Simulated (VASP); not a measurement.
# CaO in VASP: a series of runs, part 2 of 3

VASP 6.6.1. Earlier steps stand in the parts before.

### 3 Electric field gradients, PBE (atom 1 (Ca) moved by [0.0, 0.0, 0.08] A)

File INCAR:

```
PREC     = Accurate       # precision mode
ENCUT    = 520            # plane-wave cutoff, eV
EDIFF    = 1E-8           # SCF threshold, eV
ISMEAR   = -1             # smearing method
SIGMA    = 0.02           # smearing width, eV
LREAL    = False          # projectors in reciprocal space
LASPH    = True           # aspherical terms in the spheres
NELM     = 80             # most SCF steps
ALGO     = Normal         # electronic algorithm
ISIF     = 2              # what is computed and relaxed
LWAVE    = False          # write WAVECAR
LCHARG   = False          # write CHGCAR
GGA      = PE             # functional
LEFG     = True         
NBANDS   = 15             # bands
```

File KPOINTS:

```
regular mesh
0
Gamma
  11 11 11
```

File POSCAR:

```
CaO
1.0
    0.0000000000      2.4490000000      2.4490000000
    2.4490000000      0.0000000000      2.4490000000
    2.4490000000      2.4490000000      0.0000000000
Ca O
1 1
Direct
    0.0163331972      0.0163331972     -0.0163331972
    0.5000000000      0.5000000000      0.5000000000
```

Potentials or basis: VASP PAW PBE potentials, release 64 (Ca_sv, O).

Launch:

```bash
$ cat potpaw_PBE.64/Ca_sv/POTCAR potpaw_PBE.64/O/POTCAR > POTCAR
$ mpirun -np 1 vasp_std > vasp.out
```

OUTCAR:

```text
PREC = Accurate
   ENCUT = 520
   EDIFF = 1E-8
   ISMEAR = -1
   LREAL = False
   LASPH = True
   NELM = 80
   ISIF = 2
   GGA = PE

 ion  position               nearest neighbor table
   1  0.016  0.016  0.984-   2 2.37   2 2.45   2 2.45   2 2.45   2 2.45   2 2.53
   2  0.500  0.500  0.500-   1 2.37   1 2.45   1 2.45   1 2.45   1 2.45   1 2.53

  LATTYP: Found a face centered cubic cell.
 ALAT       =     4.8980000000

  Lattice vectors:

 A1 = (   0.0000000000,   2.4490000000,   2.4490000000)
 A2 = (   2.4490000000,   0.0000000000,   2.4490000000)
 A3 = (   2.4490000000,   2.4490000000,   0.0000000000)

Analysis of symmetry for initial positions (statically):
=====================================================================
 Subroutine PRICEL returns:
 Original cell was already a primitive cell.

 Routine SETGRP: Setting up the symmetry group for a
 face centered cubic supercell.

 Subroutine GETGRP returns: Found  8 space group operations
 (whereof  8 operations were pure point group operations)
 out of a pool of 48 trial point group operations.

The static configuration has the point symmetry C_4v.

Analysis of symmetry for dynamics (positions and initial velocities):
=====================================================================
 Subroutine PRICEL returns:
 Original cell was already a primitive cell.

 Routine SETGRP: Setting up the symmetry group for a
 face centered cubic supercell.

 Subroutine GETGRP returns: Found  8 space group operations
 (whereof  8 operations were pure point group operations)
 out of a pool of 48 trial point group operations.

The dynamic configuration has the point symmetry C_4v.

 Subroutine INISYM returns: Found  8 space group operations
 (whereof  8 operations are pure point group operations),
 and found     1 'primitive' translations

----------------------------------------------------------------------------------------

                                     Primitive cell

  volume of cell :      29.3762

  direct lattice vectors                    reciprocal lattice vectors
     0.000000000  2.449000000  2.449000000    -0.204164965  0.204164965  0.204164965
     2.449000000  0.000000000  2.449000000     0.204164965 -0.204164965  0.204164965
     2.449000000  2.449000000  0.000000000     0.204164965  0.204164965 -0.204164965

  length of vectors
     3.463409014  3.463409014  3.463409014     0.353624093  0.353624093  0.353624093

  position of ions in fractional coordinates (direct lattice)
     0.016333197  0.016333197  0.983666803
     0.500000000  0.500000000  0.500000000

  ion indices of the primitive-cell ions
   primitive index   ion index
                 1           1
                 2           2

----------------------------------------------------------------------------------------

 KPOINTS: regular mesh

[... 83 lines left out ...]
   EFERMI_NEDOS =   21; number of points for ismear=-14 and -15
   IALGO  =     38    algorithm
   IMIX   =      4    mixing-type and parameters
     AMIX     =   0.40;   BMIX     =  1.00
     AMIX_MAG =   1.60;   BMIX_MAG =  1.00
  volume/ion in A,a.u.               =      14.69        99.12
  Fermi-wavevector in a.u.,A,eV,Ry     =   1.336953  2.526474 24.319632  1.787443
  Thomas-Fermi vector in A             =   2.465539
   LORBIT       =      0    0 simple, 1 ext, 2 COOP (PROOUT), +10 PAW based schemes
   GGA     = PE    functional components
   LHFCALC =     F    Hartree Fock is set to
   AEXX    =    0.0000 exact exchange contribution
   IVDW    =     0    specifies the selected vdW correction
   LEPSILON=     F    determine dielectric tensor
   LRPA    =     F    only Hartree local field effects (RPA)
 non-spin polarized calculation
  energy-cutoff  :      520.00
  volume of cell :       29.38
 maximum number of plane-waves:       817
 NGX is ok and might be reduce to    28
   NGX = 13   NGY = 13   NGZ = 13

 number of electron      16.0000005 magnetization

 Free energy of the ion-electron system (eV)
  ---------------------------------------------------
  ext. energy  EPLUGINS =         0.00000000
  ---------------------------------------------------
  free energy    TOTEN  =       -12.78748454 eV

  energy without entropy =      -12.78748454  energy(sigma->0) =      -12.78748454

 E-fermi :   2.4664     XC(G=0): -10.2008

 val. band max:        2.0197979382   @ k =   0.0000   0.0000   0.0000
 cond. band min:       5.7209819359   @ k =   0.4545   0.4545   0.0000
 fundamental gap:      3.7011839977
 Fermi energy:         2.4664090100

 k-point     1 :       0.0000    0.0000    0.0000
  band No.  band energies     occupation
      1     -35.8284      2.00000
      2     -16.6338      2.00000
      3     -16.6295      2.00000
      4     -16.6295      2.00000
      5     -13.3845      2.00000
      6       2.0180      2.00000
      7       2.0198      2.00000
      8       2.0198      2.00000
      9       6.3017      0.00000
     10       8.1253      0.00000
     11       8.1490      0.00000
     12       8.1490      0.00000
     13       9.5326      0.00000
     14       9.5742      0.00000
[... 401 lines left out ...]
      2     -17.0375      2.00000
      3     -16.6875      2.00000
      4     -16.6385      2.00000
      5     -12.9322      2.00000
      6       0.7278      2.00000
      7       1.4374      2.00000
      8       1.6571      2.00000
      9       7.9014      0.00000
     10       8.0742      0.00000
     11       8.7103      0.00000
     12       9.1942      0.00000
     13      10.3424      0.00000
     14      10.7649      0.00000
     15      17.6716      0.00000

 [... further k-points ...]

------------------------ aborting loop because EDIFF is reached ----------------------------------------

  FORCE on cell =-STRESS in cart. coord.  units (eV):
  Direction    XX          YY          ZZ          XY          YZ          ZX
  --------------------------------------------------------------------------------------
  -------------------------------------------------------------------------------------
  Total       -0.6531277     -0.6531277     -0.5121563      0.0000000     -0.0000000      0.0000000
  in kB      -35.6215119    -35.6215119    -27.9329461      0.0000000     -0.0000000      0.0000000
  external PRESSURE =     -33.0586566 kB  Pullay stress =       0.0000000 kB

 VOLUME and BASIS-vectors are now :
 -----------------------------------------------------------------------------
  energy-cutoff  :      520.00
  volume of cell :       29.38
      direct lattice vectors                 reciprocal lattice vectors
     0.000000000  2.449000000  2.449000000    -0.204164965  0.204164965  0.204164965
     2.449000000  0.000000000  2.449000000     0.204164965 -0.204164965  0.204164965
     2.449000000  2.449000000  0.000000000     0.204164965  0.204164965 -0.204164965

 POSITION                                       TOTAL-FORCE (eV/Angst)
 -----------------------------------------------------------------------------------
      2.44900      2.44900      0.08000         0.000000      0.000000     -0.189768
      2.44900      2.44900      2.44900         0.000000      0.000000      0.189768
 -----------------------------------------------------------------------------------
    total drift:                                0.000000      0.000000      0.000041

  FREE ENERGIE OF THE ION-ELECTRON SYSTEM (eV)
  ---------------------------------------------------
  free  energy   TOTEN  =       -12.7874845417 eV

  energy  without entropy=      -12.7874845417  energy(sigma->0) =      -12.78748454

 Electric field gradients (V/A^2)
---------------------------------------------------------------------
 ion       V_xx      V_yy      V_zz      V_xy      V_xz      V_yz
---------------------------------------------------------------------
   1       0.669     0.669    -1.338    -0.000    -0.000    -0.000
   2       0.530     0.530    -1.061    -0.002    -0.002    -0.002
---------------------------------------------------------------------

 Electric field gradients after diagonalization (V/A^2)
 (convention: |V_zz| > |V_xx| > |V_yy|)
----------------------------------------------------------------------
 ion       V_xx      V_yy      V_zz     asymmetry (V_yy - V_xx)/ V_zz
----------------------------------------------------------------------
   1       0.669     0.669    -1.338       0.000
   2       0.533     0.528    -1.061       0.004
----------------------------------------------------------------------

           NMR quadrupolar parameters

 Cq : quadrupolar parameter    Cq=e*Q*V_zz/h
 eta: asymmetry parameters     (V_yy - V_xx)/ V_zz
 Q  : nuclear electric quadrupole moment in mb (millibarn)
----------------------------------------------------------------------
 ion       Cq(MHz)       eta       Q (mb)
----------------------------------------------------------------------
   1      -0.003       0.000       1.000
   2      -0.003       0.004       1.000
----------------------------------------------------------------------
```

Run time: 40 s. Hardware: 1 thread of AMD EPYC 9R45 (Zen 5), shared host; peak memory 0.17 GiB.

Results:

```
Free energy            : -12.7875 eV
Pressure               : -3.3 GPa
Largest force          : 0.190 eV/Å
Band gap on the k mesh : 3.70 eV, indirect (least direct gap 4.07 eV)
```

Forces in eV/Å, atoms in the order of the input:
```
Ca   0.000  0.000 -0.190
O    0.000  0.000  0.190
```

Levels at points of the mesh, in eV from the valence-band top:
```tsv
k point	band 5	band 6	band 7	band 8	band 9	band 10	band 11	band 12
(0.00, 0.00, 0.00)	-15.40	0.00	0.00	0.00	4.28	6.11	6.13	6.13
```

Electric field gradients, principal values (V/Å²):
| atom | least | middle | greatest (by size) |
| --- | --- | --- | --- |
| 1 Ca | 0.669 | 0.669 | -1.338 |
| 2 O | 0.528 | 0.533 | -1.061 |

Caveat: the cell differs from its parent crystal (atom 1 (Ca) moved by [0.0, 0.0, 0.08] A); without QUAD_EFG the Cq values of the log hold for a quadrupole moment of 1 mb, not for the nuclei. A k mesh can miss the band edges.

### 4 Electric field gradients, PBE (atom 1 (Ca) moved by [0.0, 0.0, 0.08] A)

File INCAR:

```
SYSTEM = CaO
PREC     = Accurate       ! precision mode
ENCUT    = 520            ! plane-wave cutoff, eV
EDIFF    = 1E-8           ! SCF threshold, eV
ISMEAR   = -1             ! smearing method
SIGMA    = 0.02           ! smearing width, eV
LREAL    = .FALSE.        ! projectors in reciprocal space
LASPH    = .TRUE.         ! aspherical terms in the spheres
NELM     = 80             ! most SCF steps
ALGO     = Normal         ! electronic algorithm
ISIF     = 2              ! what is computed and relaxed
LWAVE    = .FALSE.        ! write WAVECAR
LCHARG   = .FALSE.        ! write CHGCAR
GGA      = PE             ! functional
LEFG     = .TRUE.       
NBANDS   = 15             ! bands
```

File KPOINTS:

```
regular mesh
0
G
  11 11 11
  0 0 0
```

POSCAR is that of step 3.

Potentials or basis: VASP PAW PBE potentials, release 64 (Ca_sv, O).

Launch:

```bash
$ cat potpaw_PBE.64/Ca_sv/POTCAR potpaw_PBE.64/O/POTCAR > POTCAR
$ mpirun -np 1 vasp_std > vasp.out
```

OUTCAR:

```text
SYSTEM = CaO
   PREC = Accurate
   ENCUT = 520
   EDIFF = 1E-8
   ISMEAR = -1
   LREAL = .FALSE.
   LASPH = .TRUE.
   NELM = 80
   ISIF = 2
   GGA = PE

 ion  position               nearest neighbor table
   1  0.016  0.016  0.984-   2 2.37   2 2.45   2 2.45   2 2.45   2 2.45   2 2.53
   2  0.500  0.500  0.500-   1 2.37   1 2.45   1 2.45   1 2.45   1 2.45   1 2.53

  LATTYP: Found a face centered cubic cell.
 ALAT       =     4.8980000000

  Lattice vectors:

 A1 = (   0.0000000000,   2.4490000000,   2.4490000000)
 A2 = (   2.4490000000,   0.0000000000,   2.4490000000)
 A3 = (   2.4490000000,   2.4490000000,   0.0000000000)

Analysis of symmetry for initial positions (statically):
=====================================================================
 Subroutine PRICEL returns:
 Original cell was already a primitive cell.

 Routine SETGRP: Setting up the symmetry group for a
 face centered cubic supercell.

 Subroutine GETGRP returns: Found  8 space group operations
 (whereof  8 operations were pure point group operations)
 out of a pool of 48 trial point group operations.

The static configuration has the point symmetry C_4v.

Analysis of symmetry for dynamics (positions and initial velocities):
=====================================================================
 Subroutine PRICEL returns:
 Original cell was already a primitive cell.

 Routine SETGRP: Setting up the symmetry group for a
 face centered cubic supercell.

 Subroutine GETGRP returns: Found  8 space group operations
 (whereof  8 operations were pure point group operations)
 out of a pool of 48 trial point group operations.

[... 577 lines left out ...]
      7       1.4374      2.00000
      8       1.6571      2.00000
      9       7.9014      0.00000
     10       8.0742      0.00000
     11       8.7103      0.00000
     12       9.1942      0.00000
     13      10.3424      0.00000
     14      10.7649      0.00000
     15      17.6716      0.00000

 [... further k-points ...]

------------------------ aborting loop because EDIFF is reached ----------------------------------------

  FORCE on cell =-STRESS in cart. coord.  units (eV):
  Direction    XX          YY          ZZ          XY          YZ          ZX
  --------------------------------------------------------------------------------------
  -------------------------------------------------------------------------------------
  Total       -0.6531277     -0.6531277     -0.5121563      0.0000000     -0.0000000      0.0000000
  in kB      -35.6215119    -35.6215119    -27.9329461      0.0000000     -0.0000000      0.0000000
  external PRESSURE =     -33.0586566 kB  Pullay stress =       0.0000000 kB

 VOLUME and BASIS-vectors are now :
 -----------------------------------------------------------------------------
  energy-cutoff  :      520.00
  volume of cell :       29.38
      direct lattice vectors                 reciprocal lattice vectors
     0.000000000  2.449000000  2.449000000    -0.204164965  0.204164965  0.204164965
     2.449000000  0.000000000  2.449000000     0.204164965 -0.204164965  0.204164965
     2.449000000  2.449000000  0.000000000     0.204164965  0.204164965 -0.204164965

 POSITION                                       TOTAL-FORCE (eV/Angst)
 -----------------------------------------------------------------------------------
      2.44900      2.44900      0.08000         0.000000      0.000000     -0.189768
      2.44900      2.44900      2.44900         0.000000      0.000000      0.189768
 -----------------------------------------------------------------------------------
    total drift:                                0.000000      0.000000      0.000041

  FREE ENERGIE OF THE ION-ELECTRON SYSTEM (eV)
  ---------------------------------------------------
  free  energy   TOTEN  =       -12.7874845417 eV

  energy  without entropy=      -12.7874845417  energy(sigma->0) =      -12.78748454

 Electric field gradients (V/A^2)
---------------------------------------------------------------------
 ion       V_xx      V_yy      V_zz      V_xy      V_xz      V_yz
---------------------------------------------------------------------
   1       0.669     0.669    -1.338    -0.000    -0.000    -0.000
   2       0.530     0.530    -1.061    -0.002    -0.002    -0.002
---------------------------------------------------------------------

 Electric field gradients after diagonalization (V/A^2)
 (convention: |V_zz| > |V_xx| > |V_yy|)
----------------------------------------------------------------------
 ion       V_xx      V_yy      V_zz     asymmetry (V_yy - V_xx)/ V_zz
----------------------------------------------------------------------
   1       0.669     0.669    -1.338       0.000
   2       0.533     0.528    -1.061       0.004
----------------------------------------------------------------------

           NMR quadrupolar parameters

 Cq : quadrupolar parameter    Cq=e*Q*V_zz/h
 eta: asymmetry parameters     (V_yy - V_xx)/ V_zz
 Q  : nuclear electric quadrupole moment in mb (millibarn)
----------------------------------------------------------------------
 ion       Cq(MHz)       eta       Q (mb)
----------------------------------------------------------------------
   1      -0.003       0.000       1.000
   2      -0.003       0.004       1.000
----------------------------------------------------------------------
```

OSZICAR:

```text
N       E                     dE             d eps       ncg     rms          rms(c)
DAV:   1     0.121770236466E+03    0.12177E+03   -0.81524E+03  3780   0.108E+03
DAV:   2    -0.892903429933E+01   -0.13070E+03   -0.12281E+03  4754   0.290E+02
DAV:   3    -0.143416197031E+02   -0.54126E+01   -0.53788E+01  4586   0.599E+01
DAV:   4    -0.145045854322E+02   -0.16297E+00   -0.16287E+00  5433   0.940E+00
DAV:   5    -0.145058244877E+02   -0.12391E-02   -0.12390E-02  4527   0.799E-01    0.858E+00
DAV:   6    -0.128796174902E+02    0.16262E+01   -0.53909E+00  4270   0.220E+01    0.378E+00
DAV:   7    -0.127907742969E+02    0.88843E-01   -0.42907E-01  4137   0.664E+00    0.183E+00
DAV:   8    -0.127879685234E+02    0.28058E-02   -0.78421E-02  4879   0.303E+00    0.402E-01
DAV:   9    -0.127867898551E+02    0.11787E-02   -0.41835E-03  3871   0.533E-01    0.114E-01
DAV:  10    -0.127875059423E+02   -0.71609E-03   -0.78485E-04  4774   0.246E-01    0.470E-02
DAV:  11    -0.127874839897E+02    0.21953E-04   -0.48498E-05  4627   0.828E-02    0.642E-03
DAV:  12    -0.127874845291E+02   -0.53941E-06   -0.81515E-06  4368   0.239E-02    0.362E-03
DAV:  13    -0.127874845922E+02   -0.63132E-07   -0.29648E-07  4823   0.599E-03    0.973E-04
DAV:  14    -0.127874845456E+02    0.46656E-07   -0.86913E-08  4968   0.237E-03    0.260E-04
DAV:  15    -0.127874845417E+02    0.39288E-08   -0.92701E-09  3970   0.744E-04
   1 F= -.12787485E+02 E0= -.12787485E+02  d E =-.523494E-12
```

stdout:

```text
POSCAR found type information on POSCAR CaO
 POSCAR found :  2 types and       2 ions
 scaLAPACK will be used
 LDA part: xc-table for (Slater+PW92), standard interpolation
 POSCAR, INCAR and KPOINTS ok, starting setup
 FFT: planning ... GRIDC
 FFT: planning ... GRID_SOFT
 FFT: planning ... GRID
 WAVECAR not read
 entering main loop
ion   1

ion   2
```

Wall time 41 s (1 thread of AMD EPYC 9R45 (Zen 5), shared host); peak memory 0.17 GiB.

Results:

```yaml
Free_energy: -12.7875 eV
Pressure: -3.3 GPa
Largest_force: 0.190 eV/Å
Band_gap_on_the_k_mesh: 3.70 eV, indirect (least direct gap 4.07 eV)
```

Forces in eV/Å, atoms in the order of the input:
```
Ca   0.000  0.000 -0.190
O    0.000  0.000  0.190
```

Stress tensor (GPa, compression positive):
```
-3.56  0.00  0.00
 0.00 -3.56  0.00
 0.00  0.00 -2.79
```

Electric field gradients, principal values (V/Å²):
```csv
atom,least,middle,greatest (by size)
1 Ca,0.669,0.669,-1.338
2 O,0.528,0.533,-1.061
```

Caveat: the cell differs from its parent crystal (atom 1 (Ca) moved by [0.0, 0.0, 0.08] A); without QUAD_EFG the Cq values of the log hold for a quadrupole moment of 1 mb, not for the nuclei. A k mesh can miss the band edges.

(Continued in part 3 of 3.)
